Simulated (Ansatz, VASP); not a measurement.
Two plane-wave programs on Mg

INCAR

```
SYSTEM = Mg
PREC = Accurate
ENCUT = 520
EDIFF = 1E-6
ISMEAR = 0
SIGMA = 0.15
LREAL = .FALSE.
LASPH = .TRUE.
NELM = 60
ALGO = Normal
ISIF = 2
LWAVE = .FALSE.
LCHARG = .FALSE.
GGA = PS
NBANDS = 7
```

Contents of KPOINTS:

```
regular mesh
0
G
  18 18 18
  0 0 0
```

The input POSCAR:

```
Mg
1.0
   -1.7369500000      1.7369500000      1.8339000000
    1.7369500000     -1.7369500000      1.8339000000
    1.7369500000      1.7369500000     -1.8339000000
Mg
1
Direct
    0.0000000000      0.0000000000      0.0000000000
```

Input for Ansatz:

```yaml
crystal:
  lattice:
    - [-1.73695, 1.73695, 1.8339]
    - [1.73695, -1.73695, 1.8339]
    - [1.73695, 1.73695, -1.8339]
  atoms:
    - { symbol: Mg, position: [0.0, 0.0, 0.0] }
basis:
  ecutwfc: 520.0
kpoints:
  mp_grid: { grid: [18, 18, 18] }
hamiltonian:
  xc: pbesol
scf:
  occupations: { method: gaussian, width: 0.15 }
output:
  forces: true
  stress: true
  eigenvalues: true
```

Alike in both runs: task single point; functional PBEsol; k mesh 18 × 18 × 18; occupations gaussian, width 0.15 eV; no spin polarisation.

|  | VASP | Ansatz |
| --- | --- | --- |
| version | VASP 6.6.1 | Ansatz 0.2.0 |
| potentials or method | VASP PAW PBE potentials, release 64 (Mg), cutoff 520 eV | scalar-relativistic, plane waves, PAW |
| valence electrons in the cell | 2 | 10 |

|  | VASP | Ansatz | Ansatz less VASP |
| --- | --- | --- | --- |
| gap on the k mesh at the Fermi level (eV) | none | none | - |
| pressure (GPa) | 0.5 | 0.6 | +0.05 |
| traceless stress, the component that is largest in VASP (GPa) | 0.18 | 0.18 | -0.001 |

VASP's potentials were made for PBE, not for PBEsol. A gap of «none» marks a metal or a gap that the smearing closes. VASP's potentials hold 2 valence electrons a cell and Ansatz's 10, so a difference there can come from the potentials and not from the codes.
